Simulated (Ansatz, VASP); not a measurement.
One calculation of KF, two programs

The input POSCAR:

```
KF
1.0
    0.0000000000      2.6589566634      2.6589566634
    2.6589566634      0.0000000000      2.6589566634
    2.6589566634      2.6589566634      0.0000000000
K F
1 1
Direct
    0.0000000000      0.0000000000      0.0000000000
    0.5000000000      0.5000000000      0.5000000000
```

File INCAR.step1:

```
ALGO = Normal ; EDIFF = 1E-5
ENCUT = 520 ; GGA = PE
ISIF = 2 ; ISMEAR = 0
LASPH = T ; LCHARG = F
LREAL = F ; LWAVE = T
NBANDS = 15 ; NELM = 60
PREC = Accurate ; SIGMA = 0.01
```

The input INCAR.step2:

```
AEXX = 0.05 ; ALGO = Normal
EDIFF = 1E-6 ; ENCUT = 520
GGA = PE ; HFSCREEN = 0.3
ISIF = 2 ; ISMEAR = 0
ISTART = 1 ; LASPH = T
LCHARG = F ; LHFCALC = T
LREAL = F ; LWAVE = F
NBANDS = 15 ; NELM = 60
PREC = Accurate ; PRECFOCK = Normal
SIGMA = 0.01
```

Contents of KPOINTS:

```
k-points
0
Gamma
  4 4 4
```

Input for Ansatz:

```yaml
crystal:
  lattice:
    - [0.0, 2.6589566634, 2.6589566634]
    - [2.6589566634, 0.0, 2.6589566634]
    - [2.6589566634, 2.6589566634, 0.0]
  atoms:
    - { symbol: K, position: [0.0, 0.0, 0.0] }
    - { symbol: F, position: [0.5, 0.5, 0.5] }
kpoints:
  mp_grid: { grid: [4, 4, 4] }
hamiltonian:
  xc: { exchange: pbe, correlation: pbe, exx: { coeff: 0.05, omega: 0.3 } }
scf:
  occupations: { method: fixed }
  n_extra_bands: 4
output:
  forces: true
  stress: true
  eigenvalues: true
```

Alike in both runs: task single point; functional PBE-based screened hybrid; k mesh 4 × 4 × 4; no spin polarisation.

|  | VASP | Ansatz |
| --- | --- | --- |
| version | VASP 6.6.1 | Ansatz 0.2.0 |
| potentials or method | VASP PAW PBE potentials, release 64 (K_sv, F) | plane waves |
| plane-wave cutoff (eV) | 520 | 420 |
| occupations | gaussian, width 0.01 eV | fixed |
| valence electrons in the cell | 16 | 16 |

|  | VASP | Ansatz | Ansatz less VASP |
| --- | --- | --- | --- |
| gap on the k mesh at the Fermi level (eV) | 6.58 | 6.60 | +0.016 |
| pressure (GPa) | 1.8 | 1.7 | -0.06 |

VASP's potentials were made for PBE, not for PBE-based screened hybrid. Ansatz's warnings: stress exchange threshold loose, stress scf threshold loose.

The k mesh is coarse, so the values compare programs but aren't converged.
